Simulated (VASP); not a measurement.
Wanted: the native input for a VASP 6.6.1 run.

```yaml
Task: single point
Functional: PBE
Potentials_or_basis: VASP PAW PBE potentials, release 64 (Rh_pv)
Cutoff: 520 eV
k_mesh: 8 × 8 × 6
Occupations: gaussian, width 0.1 eV
Spin: no spin polarisation
Dipole_correction: no
Further_INCAR_settings: ALGO = Fast; EDIFF = 1e-06; NBANDS = 14
```

The structure of Rh lies in POSCAR:

```
Rh
1.0
    1.3148239502     -2.2773523599      0.0000000000
    1.3148239502      2.2773523599      0.0000000000
    0.0000000000      0.0000000000      2.5674516724
Rh
1
Direct
    0.5000000000      0.5000000000      0.0000000000
```

These files were run (other wordings do the same):

INCAR

```
PREC = Accurate
ENCUT = 520
EDIFF = 1E-6
ISMEAR = 0
SIGMA = 0.1
LREAL = False
LASPH = True
NELM = 100
ALGO = Fast
ISIF = 2
LWAVE = False
LCHARG = False
GGA = PE
NBANDS = 14
```

KPOINTS

```
regular mesh
0
Gamma
  8 8 6
```

Potentials or basis: VASP PAW PBE potentials, release 64 (Rh_pv).

Launch:

```bash
$ cat potpaw_PBE.64/Rh_pv/POTCAR > POTCAR
$ mpirun -np 1 vasp_std > vasp.out
```

It gave:

- Pressure: -0.1 GPa

Caveat: the k points lie up to 0.41 Å⁻¹ apart.

Wall time 7.5 s on 1 thread of Intel(R) Xeon(R) Platinum 8488C (Sapphire Rapids), with other jobs on the host, peak memory 0.12 GiB.
